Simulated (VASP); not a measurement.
# HC20 in VASP: a series of runs

Runs on HC20. Level: PBE. Tasks: single point.

Program: VASP 6.6.1. These are calculated values, not measurements. Logs are shortened: lines on timing, memory, paths and dates and some standing lists are left out, and cuts for length are marked.

### 1 The cell of the first run

The cell holds a wire or tube with vacuum around it, 21 atoms: a = 8.544 Å, b = 8.872 Å, c = 20.279 Å, α = 90.00°, β = 90.00°, γ = 103.93°.

### 2 Single point, PBE

INCAR

```
PREC     = Accurate       # precision mode
ENCUT    = 520            # plane-wave cutoff, eV
EDIFF    = 1E-6           # SCF threshold, eV
ISMEAR   = 0              # smearing method
SIGMA    = 0.1            # smearing width, eV
LREAL    = Auto         
LASPH    = True           # aspherical terms in the spheres
NELM     = 100            # most SCF steps
ALGO     = Normal         # electronic algorithm
ISIF     = 2              # what is computed and relaxed
LWAVE    = False          # write WAVECAR
LCHARG   = True           # write CHGCAR
LDIPOL   = True         
IDIPOL   = 3            
DIPOL    = 0.5 0.5 0.325
GGA      = PE             # functional
LELF     = True           # ELF
LVHAR    = True         
LVACPOTAV= True         
NBANDS   = 56             # bands
```

KPOINTS

```
Automatic mesh
0
Gamma
  4 3 1
```

POSCAR

```
HC20
1.0
    8.5436715405      0.0000000000      0.0000000000
   -2.1359178851      8.6110540208      0.0000000000
    0.0000000000      0.0000000000     20.2788032239
C H
20 1
Direct
    0.0782061927      0.9794914374      0.1972502990
    0.5782061927      0.9794914374      0.1972502990
    0.4115395260      0.9794914374      0.1972502990
    0.9115395260      0.9794914374      0.1972502990
    0.3230790521      0.9589828748      0.2574344206
    0.8230790520      0.9589828748      0.2574344206
    0.1564123854      0.9589828748      0.2574344206
    0.6564123854      0.9589828748      0.2574344206
    0.0669022322      0.9383832545      0.3175270258
    0.5669022322      0.9383832545      0.3175270258
    0.4022890672      0.9383830569      0.3175270292
    0.9022890672      0.9383830569      0.3175270292
    0.3111132839      0.9176696404      0.3778998177
    0.8111132839      0.9176696404      0.3778998177
    0.1477212297      0.9176696493      0.3778997293
    0.6477212297      0.9176696493      0.3778997293
    0.0473700365      0.8987970040      0.4329048735
    0.5473700365      0.8987970040      0.4329048735
    0.4020265048      0.8987962851      0.4329053903
    0.9020265048      0.8987962851      0.4329053903
    0.4223700365      0.8987970040      0.4894731852
```

Potentials or basis: VASP PAW PBE potentials, release 64 (C, H).

On the command line:

```sh
> cat potpaw_PBE.64/C/POTCAR potpaw_PBE.64/H/POTCAR > POTCAR
> mpirun -np 1 vasp_std > vasp.out
```

OUTCAR:

```text
PREC = Accurate
   ENCUT = 520
   EDIFF = 1E-6
   ISMEAR = 0
   LREAL = Auto
   LASPH = True
   NELM = 100
   ISIF = 2
   GGA = PE

 ion  position               nearest neighbor table
   1  0.078  0.979  0.197-   4 1.42   7 1.42
   2  0.578  0.979  0.197-   3 1.42   8 1.42
   3  0.412  0.979  0.197-   2 1.42   5 1.42
   4  0.912  0.979  0.197-   1 1.42   6 1.42
   5  0.323  0.959  0.257-   7 1.42   3 1.42  11 1.43
   6  0.823  0.959  0.257-   8 1.42   4 1.42  12 1.43
   7  0.156  0.959  0.257-   5 1.42   1 1.42   9 1.43
   8  0.656  0.959  0.257-   6 1.42   2 1.42  10 1.43
   9  0.067  0.938  0.318-  12 1.41   7 1.43  15 1.44
  10  0.567  0.938  0.318-  11 1.41   8 1.43  16 1.44
  11  0.402  0.938  0.318-  10 1.41   5 1.43  13 1.44
  12  0.902  0.938  0.318-   9 1.41   6 1.43  14 1.44
  13  0.311  0.918  0.378-  19 1.39  15 1.40  11 1.44
  14  0.811  0.918  0.378-  20 1.39  16 1.40  12 1.44
  15  0.148  0.918  0.378-  17 1.39  13 1.40   9 1.44
  16  0.648  0.918  0.378-  18 1.39  14 1.40  10 1.44
  17  0.047  0.899  0.433-  20 1.24  15 1.39
  18  0.547  0.899  0.433-  19 1.24  16 1.39
  19  0.402  0.899  0.433-  21 1.16  18 1.24  13 1.39
  20  0.902  0.899  0.433-  17 1.24  14 1.39
  21  0.422  0.899  0.489-  19 1.16

  LATTYP: Found a simple monoclinic cell.
 ALAT       =     8.5436715405
 B/A-ratio  =     2.3735466805
 C/A-ratio  =     1.0384295166
 COS(beta)  =    -0.2407481644

  Lattice vectors:

 A1 = (   8.5436715405,   0.0000000000,   0.0000000000)
 A2 = (   0.0000000000,   0.0000000000, -20.2788032239)
 A3 = (  -2.1359178851,   8.6110540208,   0.0000000000)

Analysis of symmetry for initial positions (statically):
=====================================================================
 Subroutine PRICEL returns:
 Original cell was already a primitive cell.

 Routine SETGRP: Setting up the symmetry group for a
 simple monoclinic supercell.

 Subroutine GETGRP returns: Found  1 space group operations
 (whereof  1 operations were pure point group operations)
 out of a pool of  4 trial point group operations.

The static configuration has the point symmetry C_1 .

Analysis of symmetry for dynamics (positions and initial velocities):
=====================================================================
 Subroutine PRICEL returns:
 Original cell was already a primitive cell.

 Routine SETGRP: Setting up the symmetry group for a
 simple monoclinic supercell.

 Subroutine GETGRP returns: Found  1 space group operations
 (whereof  1 operations were pure point group operations)
 out of a pool of  4 trial point group operations.

The dynamic configuration has the point symmetry C_1 .

 Subroutine INISYM returns: Found  1 space group operations
 (whereof  1 operations are pure point group operations),
 and found     1 'primitive' translations

----------------------------------------------------------------------------------------

                                     Primitive cell

  volume of cell :    1491.9119

  direct lattice vectors                    reciprocal lattice vectors
     8.543671541  0.000000000  0.000000000     0.117045698  0.029032451  0.000000000
    -2.135917885  8.611054021  0.000000000     0.000000000  0.116129802  0.000000000
     0.000000000  0.000000000 20.278803224     0.000000000  0.000000000  0.049312575

  length of vectors
     8.543671541  8.872000708 20.278803224     0.120592614  0.116129802  0.049312575

  position of ions in fractional coordinates (direct lattice)
     0.078206193  0.979491437  0.197250299
     0.578206193  0.979491437  0.197250299
     0.411539526  0.979491437  0.197250299
     0.911539526  0.979491437  0.197250299
     0.323079052  0.958982875  0.257434421
     0.823079052  0.958982875  0.257434421
[... 13 lines left out ...]
     0.902026505  0.898796285  0.432905390
     0.422370036  0.898797004  0.489473185

  ion indices of the primitive-cell ions
   primitive index   ion index
                 1           1
                 2           2
                 3           3
                 4           4
                 5           5
                 6           6
[... 13 lines left out ...]
                20          20
                21          21

----------------------------------------------------------------------------------------

 KPOINTS: Automatic mesh

Automatic generation of k-mesh.
 Grid dimensions read from file:
 generate k-points for:    4    3    1

 Generating k-lattice:

  Cartesian coordinates                     Fractional coordinates (reciprocal lattice)
     0.029261425  0.007258113  0.000000000     0.250000000  0.000000000  0.000000000
     0.000000000  0.038709934  0.000000000     0.000000000  0.333333333  0.000000000
     0.000000000  0.000000000  0.049312575     0.000000000  0.000000000  1.000000000

  Length of vectors
     0.030148154  0.038709934  0.049312575

  Shift w.r.t. Gamma in fractional coordinates (k-lattice)
     0.000000000  0.000000000  0.000000000

 Subroutine IBZKPT returns following result:
 ===========================================

 Found      7 irreducible k-points:

 Following reciprocal coordinates:
            Coordinates               Weight
  0.000000  0.000000  0.000000      1.000000
  0.250000  0.000000  0.000000      2.000000
  0.500000  0.000000  0.000000      1.000000
  0.000000  0.333333  0.000000      2.000000
  0.250000  0.333333  0.000000      2.000000
  0.500000  0.333333  0.000000      2.000000
 -0.250000  0.333333  0.000000      2.000000
   k-points           NKPTS =      7   k-points in BZ     NKDIM =      7   number of bands    NBANDS=     56
   number of dos      NEDOS =    301   number of ions     NIONS =     21
   total plane-waves  NPLWV = 716800
   dimension x,y,z NGX =    64 NGY =   70 NGZ =  160
   dimension x,y,z NGXF=   128 NGYF=  140 NGZF=  320
   ions per type =              20   1
   NGX,Y,Z   is equivalent  to a cutoff of  12.45, 13.12, 13.12 a.u.
   NGXF,Y,Z  is equivalent  to a cutoff of  24.91, 26.23, 26.23 a.u.
 SYSTEM =  unknown system
   PREC   = accura    normal or accurate (medium, high low for compatibility)
   ISTART =      0    job   : 0-new  1-cont  2-samecut
   ICHARG =      2    charge: 1-file 2-atom 10-const
   ISPIN  =      1    spin polarized calculation?
   LNONCOLLINEAR =      F non collinear calculations
   LSORBIT =      F    spin-orbit coupling
   LASPH  =      T    aspherical Exc in radial PAW
   ENCUT  =  520.0 eV  38.22 Ry    6.18 a.u.  15.89 16.50 37.71*2*pi/ulx,y,z
   NELM   =    100;   NELMIN=  2; NELMDL= -5     # of ELM steps
   EDIFF  = 0.1E-05   stopping-criterion for ELM
   LREAL  =      T    real-space projection
   EDIFFG = 0.1E-04   stopping-criterion for IOM
   NSW    =      0    number of steps for IOM
   IBRION =     -1    ionic relax: 0-MD 1-quasi-New 2-CG
   NFREE  =      0    steps in history (QN), initial steepest desc. (CG)
   ISIF   =      2    stress and relaxation
   ISYM   =      2    0-nonsym 1-usesym 2-fastsym
   POTIM  = 0.5000    time-step for ionic-motion
   TEBEG  =    0.0;   TEEND  =   0.0 temperature during run
   PSTRESS=    0.0 pullay stress
   NELECT =      81.0000    total number of electrons
   NUPDOWN=      -1.0000    fix difference up-down
   EMIN   =  10.00;   EMAX   =-10.00  energy-range for DOS
   EFERMI =   0.00;   METHOD = LEGACY
   ISMEAR =     0;   SIGMA  =   0.10  broadening in eV -4-tet -1-fermi 0-gaus
   EFERMI_NEDOS =   21; number of points for ismear=-14 and -15
   IALGO  =     38    algorithm
   IMIX   =      4    mixing-type and parameters
     AMIX     =   0.40;   BMIX     =  1.00
     AMIX_MAG =   1.60;   BMIX_MAG =  1.00
  volume/ion in A,a.u.               =      71.04       479.42
  Fermi-wavevector in a.u.,A,eV,Ry     =   0.619901  1.171442  5.228404  0.384277
  Thomas-Fermi vector in A             =   1.678862
   LORBIT       =      0    0 simple, 1 ext, 2 COOP (PROOUT), +10 PAW based schemes
   GGA     = PE    functional components
   LHFCALC =     F    Hartree Fock is set to
   AEXX    =    0.0000 exact exchange contribution
   IVDW    =     0    specifies the selected vdW correction
   LEPSILON=     F    determine dielectric tensor
   LRPA    =     F    only Hartree local field effects (RPA)
 non-spin polarized calculation
 Gauss-broadening in eV      SIGMA  =   0.10
  energy-cutoff  :      520.00
  volume of cell :     1491.91
 maximum number of plane-waves:     40207
   NGX = 31   NGY = 33   NGZ = 75

 dipolmoment           0.000000      0.000000      0.101514 electrons x Angstroem

 number of electron      80.9999999 magnetization

 dipolmoment           0.000000      0.000000     -0.429787 electrons x Angstroem

 Free energy of the ion-electron system (eV)
  ---------------------------------------------------
  ext. energy  EPLUGINS =         0.00000000
  ---------------------------------------------------
  free energy    TOTEN  =      -168.27917082 eV

  energy without entropy =     -168.25933332  energy(sigma->0) =     -168.26925207

 E-fermi :  -4.4546     XC(G=0):  -2.0193

 val. band max:       -4.5523449871   @ k =  -0.2500   0.3333   0.0000
 cond. band min:      -4.3865494299   @ k =   0.5000   0.0000   0.0000
 fundamental gap:      0.1657955573
 Fermi energy:        -4.4546063825

 k-point     1 :       0.0000    0.0000    0.0000
  band No.  band energies     occupation
      1     -22.9458      2.00000
      2     -21.7529      2.00000
      3     -21.3272      2.00000
      4     -21.1617      2.00000
      5     -20.1056      2.00000
      6     -19.4693      2.00000
[... 44 lines left out ...]
     51       0.3335      0.00000
     52       0.9015      0.00000

 k-point     2 :       0.2500    0.0000    0.0000
  band No.  band energies     occupation
      1     -22.8600      2.00000
      2     -22.1605      2.00000
      3     -21.1562      2.00000
      4     -20.7677      2.00000
      5     -20.3184      2.00000
      6     -19.1693      2.00000
[... 44 lines left out ...]
     51       0.4284      0.00000
     52       1.0163      0.00000
[... 218 lines left out ...]
     51       0.4208      0.00000
     52       0.6778      0.00000

 k-point     7 :      -0.2500    0.3333    0.0000
  band No.  band energies     occupation
      1     -22.8599      2.00000
      2     -22.1605      2.00000
      3     -21.1562      2.00000
      4     -20.7677      2.00000
      5     -20.3184      2.00000
      6     -19.1693      2.00000
[... 44 lines left out ...]
     51       0.5290      0.00000
     52       1.0257      0.00000
 [bands above 52 left out]

------------------------ aborting loop because EDIFF is reached ----------------------------------------

  FORCE on cell =-STRESS in cart. coord.  units (eV):
  Direction    XX          YY          ZZ          XY          YZ          ZX
  --------------------------------------------------------------------------------------
  -------------------------------------------------------------------------------------
  Total        5.3026226     -0.2190901     -3.8809891     -0.0529964      0.5404755     -2.6816997
  in kB        5.6945331     -0.2352828     -4.1678284     -0.0569133      0.5804214     -2.8799009
  external PRESSURE =       0.4304740 kB  Pullay stress =       0.0000000 kB

 VOLUME and BASIS-vectors are now :
 -----------------------------------------------------------------------------
  energy-cutoff  :      520.00
  volume of cell :     1491.91
      direct lattice vectors                 reciprocal lattice vectors
     8.543671541  0.000000000  0.000000000     0.117045698  0.029032451  0.000000000
    -2.135917885  8.611054021  0.000000000     0.000000000  0.116129802  0.000000000
     0.000000000  0.000000000 20.278803224     0.000000000  0.000000000  0.049312575

 POSITION                                       TOTAL-FORCE (eV/Angst)
 -----------------------------------------------------------------------------------
     -1.42395      8.43445      4.00000        -7.089844     -0.160332      1.199585
      2.84789      8.43445      4.00000        -6.710906     -0.151678      1.248336
      1.42395      8.43445      4.00000         6.561131     -0.171116      1.076025
      5.69578      8.43445      4.00000         7.110665     -0.169844      1.173516
      0.71197      8.25785      5.22046        -0.353118      0.167824     -1.213509
      4.98381      8.25785      5.22046        -0.403918      0.156863     -1.127268
[... 13 lines left out ...]
      5.78686      7.73958      8.77880        -0.464410     -0.036870      0.230185
      1.68883      7.73959      9.92593        -2.650553     -0.049896      0.031098
 -----------------------------------------------------------------------------------
    total drift:                               -0.035259     -0.003440     -0.018835

  FREE ENERGIE OF THE ION-ELECTRON SYSTEM (eV)
  ---------------------------------------------------
  free  energy   TOTEN  =      -168.2791708192 eV

  energy  without entropy=     -168.2593333239  energy(sigma->0) =     -168.26925207

 vacuum level on the upper side and lower side of the slab         0.671         1.728
```

It took 53 min on 1 thread of Intel Xeon 8259CL, shared host; peak memory 1.4 GiB.

What came out:

```yaml
Free_energy: -168.2792 eV
Largest_force: 7.209 eV/Å
Band_gap_on_the_k_mesh: zero (an odd number of electrons rules out a gap without spin polarisation)
```

Forces in eV/Å, atoms in the order of the input:
```
C   -7.090 -0.160  1.200
C   -6.711 -0.152  1.248
C    6.561 -0.171  1.076
C    7.111 -0.170  1.174
C   -0.353  0.168 -1.214
C   -0.404  0.157 -1.127
C    0.463  0.157 -1.184
C    0.541  0.147 -1.262
C    0.015  0.016 -0.018
C    0.033  0.030  0.097
C   -0.373 -0.089  0.244
C   -0.010  0.013 -0.052
C   -0.067  0.170 -1.229
C   -0.271  0.008 -0.137
C    0.135  0.018  0.106
C    0.406  0.133 -0.756
C    0.376 -0.022  0.196
C    6.540 -0.092 -1.690
C   -3.787 -0.075  3.069
C   -0.464 -0.037  0.230
H   -2.651 -0.050  0.031
```

### 3 Single point, PBE

INCAR

```
  PREC = Accurate
  ENCUT = 520
  EDIFF = 1E-6
  ISMEAR = 0
  SIGMA = 0.1
  LREAL = Auto
  LASPH = T
  NELM = 80
  ALGO = Normal
  ISIF = 2
  LWAVE = F
  LCHARG = F
  LDIPOL = T
  IDIPOL = 3
  DIPOL = 0.5 0.5 0.323
  GGA = PE
  NBANDS = 56
```

KPOINTS

```
regular mesh
0
Gamma
  4 3 1
```

Edit POSCAR of step 2 so:

```diff
@@ -28,2 +28,2 @@
     0.9020265048      0.8987962851      0.4329053903
-    0.4223700365      0.8987970040      0.4894731852
+    0.2973700365      1.6487970040      0.4556238040
```

Potentials or basis: VASP PAW PBE potentials, release 64 (C, H).

On the command line:

```sh
> cat potpaw_PBE.64/C/POTCAR potpaw_PBE.64/H/POTCAR > POTCAR
> mpirun -np 1 vasp_std > vasp.out
```

It took 55 min on 1 thread of Intel Xeon 8259CL, shared host; peak memory 1.4 GiB.

Results (log left out):

```yaml
Free_energy: -165.9071 eV
Largest_force: 6.955 eV/Å
Band_gap_on_the_k_mesh: zero (an odd number of electrons rules out a gap without spin polarisation)
```

Forces on the atoms (eV/Å):
```
C   -6.836 -0.189  1.089
C   -6.872 -0.203  1.054
C    6.804 -0.106  1.082
C    6.806 -0.142  1.140
C   -0.446  0.158 -1.186
C   -0.377  0.160 -1.173
C    0.447  0.177 -1.079
C    0.353  0.169 -0.996
C    0.004 -0.004 -0.037
C    0.020 -0.092 -0.253
C   -0.088  0.077  0.089
C    0.020 -0.013  0.004
C   -0.268  0.342 -0.548
C    0.011  0.078  0.009
C    0.243  0.034  0.026
C   -0.188  0.131  0.219
C    0.071 -0.091  0.022
C    1.767  0.083 -0.088
C   -1.374 -1.588  0.503
C   -0.107  0.001  0.119
H    0.009  1.019  0.004
```

Levels at points of the mesh, in eV from the Fermi level:
```tsv
k point	band 38	band 39	band 40	band 41	band 42	band 43	band 44	band 45
(0.00, 0.00, 0.00)	-0.98	-0.87	-0.24	-0.01	0.60	1.04	1.17	1.24
(0.50, 0.00, 0.00)	-1.16	-1.15	-1.13	0.01	0.62	0.69	1.63	1.72
```

### 4 Single point, PBE

INCAR

```
SYSTEM = HC20
ALGO = Normal
DIPOL = 0.5 0.5 0.320
EDIFF = 1E-6
ENCUT = 520
GGA = PE
IDIPOL = 3
ISIF = 2
ISMEAR = 0
LASPH = .True.
LCHARG = .False.
LDIPOL = .True.
LREAL = Auto
LWAVE = .False.
NBANDS = 56
NELM = 80
PREC = Accurate
SIGMA = 0.1
```

KPOINTS

```
k-points
0
Gamma
  4 3 1
  0 0 0
```

Edit POSCAR of step 3 so:

```diff
@@ -28,2 +28,2 @@
     0.9020265048      0.8987962851      0.4329053903
-    0.2973700365      1.6487970040      0.4556238040
+    0.4223700365      1.3987970040      0.3878267316
```

On the command line:

```sh
> cat potpaw_PBE.64/C/POTCAR potpaw_PBE.64/H/POTCAR > POTCAR
> mpirun -np 1 vasp_std > vasp.out
```

Run time: 60 min. Hardware: 1 thread of Intel Xeon 8259CL, shared host; peak memory 1.4 GiB.

It converged, with:

```
Free energy            : -165.4804 eV
Largest force          : 7.043 eV/Å
Band gap on the k mesh : zero (an odd number of electrons rules out a gap without spin polarisation)
```

Forces on the atoms (eV/Å):
```
C   -6.940 -0.164  1.153
C   -6.944 -0.163  1.150
C    6.945 -0.167  1.159
C    6.940 -0.166  1.156
C   -0.456  0.164 -1.157
C   -0.458  0.165 -1.165
C    0.469  0.167 -1.169
C    0.461  0.166 -1.166
C   -0.041  0.008 -0.015
C   -0.047  0.007 -0.016
C    0.046  0.004 -0.021
C    0.048  0.004 -0.020
C   -0.070 -0.001  0.038
C   -0.083 -0.009  0.034
C    0.077 -0.001  0.037
C    0.062 -0.007  0.040
C   -0.077  0.002 -0.011
C   -0.079 -0.001 -0.010
C    0.073 -0.002 -0.012
C    0.072 -0.001 -0.002
H    0.002 -0.006 -0.004
```

Levels at points of the mesh, in eV from the Fermi level:
```csv
k point,band 39,band 40,band 41,band 42,band 43,band 44
"(0.00, 0.00, 0.00)",-0.81,-0.07,-0.02,0.66,1.08,1.19
"(0.50, 0.00, 0.00)",-1.05,-1.05,-0.01,0.68,0.68,1.71
```

### 5 The runs side by side

```csv
cell,gap on the mesh (eV),largest force (eV/Å)
"as given, atomic positions A",none,7.21
"as given, atomic positions B",none,6.96
"as given, atomic positions C",none,7.04
```

Alike in all rows: task single point; level PBE; potentials or basis VASP PAW PBE potentials, release 64 (C, H); no spin polarisation; k mesh 4 × 3 × 1; cutoff (eV) 520; smearing gaussian 0.1 eV.

Absolute energies hang on the potentials; compare differences alone.

The gap in the log of VASP goes by the Fermi energy; the results here count the filled bands.